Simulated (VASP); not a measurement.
A run of VASP 6.6.1 is set up as follows.

Contents of INCAR:

```
SYSTEM = Li2Hf2O
  ALGO = Normal
  EDIFF = 1E-6
  ENCUT = 520
  GGA = PE
  ISIF = 2
  ISMEAR = 0
  LASPH = .TRUE.
  LCHARG = .FALSE.
  LREAL = .FALSE.
  LWAVE = .FALSE.
  NBANDS = 24
  NELM = 60
  PREC = Accurate
  SIGMA = 0.1
```

File KPOINTS:

```
k-points
0
G
  12 12 6
  0 0 0
```

POSCAR

```
Li2Hf2O
1.0
    4.5114045426      0.0000000000      0.0000000000
   -2.2557022713      3.9069909406      0.0000000000
    0.0000000000      0.0000000000      6.2845839213
Li Hf O
2 2 1
Direct
    0.3333333333      0.6666666667      0.5000000000
    0.6666666667      0.3333333333      0.5000000000
    0.3333333333      0.6666666667      0.0000000000
    0.6666666667      0.3333333333      0.0000000000
    0.0000000000      0.0000000000      0.5000000000
```

Potentials or basis: VASP PAW PBE potentials, release 64 (Li_sv, Hf_pv, O).

The run is started by

```console
$ cat potpaw_PBE.64/Li_sv/POTCAR potpaw_PBE.64/Hf_pv/POTCAR potpaw_PBE.64/O/POTCAR > POTCAR
$ mpirun -np 1 vasp_std > vasp.out
```

**Question.** What does it give for the band gap on the k mesh?

**Answer.** Zero (bands 16 and 17 overlap by 0.34 eV).

Caveat: spin-orbit coupling is left out, which moves the levels of the heavy elements.
